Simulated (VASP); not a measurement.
Write the native input for VASP 6.6.1 that does the following.

- Task: relaxation of cell and atoms
- Functional: PBE
- Potentials or basis: VASP PAW PBE potentials, release 64 (Li_sv, Lu, Al)
- Cutoff: 600 eV
- k mesh: 4 × 4 × 4
- Occupations: gaussian, width 0.1 eV
- Spin: no spin polarisation
- Dipole correction: no
- Further INCAR settings: ALGO = Normal; EDIFF = 1e-07; IBRION = 2; EDIFFG = -0.04; NSW = 90; ISIF = 3

The structure of Li4LuAl2 lies in POSCAR:

```
Li4LuAl2
1.0
    0.0000000000      3.3091590500      3.3091590500
    3.3091590500      0.0000000000      3.3091590500
    3.3091590500      3.3091590500      0.0000000000
Li Lu Al
4 1 2
Direct
    0.1356827400      0.1356827400      0.1356827400
    0.1356827400      0.1356827400      0.5929517900
    0.1356827400      0.5929517900      0.1356827400
    0.5929517900      0.1356827400      0.1356827400
    0.7500000000      0.7500000000      0.7500000000
    0.5000000000      0.5000000000      0.5000000000
    0.0000000000      0.0000000000      0.0000000000
```

The cell was built from a structure type or drawn by symmetry, and may not be a known phase.

The input as run:

INCAR

```
PREC = Accurate
ENCUT = 600
EDIFF = 1E-7
ISMEAR = 0
SIGMA = 0.1
LREAL = False
LASPH = True
NELM = 80
ALGO = Normal
ISIF = 3
LWAVE = False
LCHARG = False
GGA = PE
IBRION = 2
NSW = 90
EDIFFG = -0.04
```

KPOINTS

```
regular mesh
0
Gamma
  4 4 4
```

Potentials or basis: VASP PAW PBE potentials, release 64 (Li_sv, Lu, Al).

The run is started by

```sh
$ cat potpaw_PBE.64/Li_sv/POTCAR potpaw_PBE.64/Lu/POTCAR potpaw_PBE.64/Al/POTCAR > POTCAR
$ mpirun -np 1 vasp_std > vasp.out
```

It gave:

```yaml
Relaxed_volume: 19.26 Å³/atom
Relaxed_cell: a = 5.755 Å, b = 5.755 Å, c = 5.755 Å, α = 60.00°, β = 60.00°, γ = 60.00°
Space_group_after_relaxing_to_0.1_Å: F-43m (No. 216)
Energy_gained_by_relaxing: 1572.0 meV/atom
Ionic_steps: 8
Pressure_after_relaxing: -0.2 GPa
Largest_force_after_relaxing: 0.037 eV/Å
Band_gap_on_the_k_mesh: zero (an odd number of electrons rules out a gap without spin polarisation)
```

Caveat: the k points lie up to 0.33 Å⁻¹ apart in the final cell, too coarse for converged energies and pressures of a metal; the cutoff is under 1.25 times the usual one of these potentials, so pressure, stress and relaxed cells hold a basis-set (Pulay) error; the volume moved by over 15 % at a fixed basis, so the end points are rough; spin-orbit coupling is left out, which moves the levels of the heavy elements.

Run time: 7.1 min on 1 thread of Intel(R) Xeon(R) Platinum 8375C CPU @ 2.90GHz (Ice Lake), with other jobs on the host, peak memory 0.25 GiB.
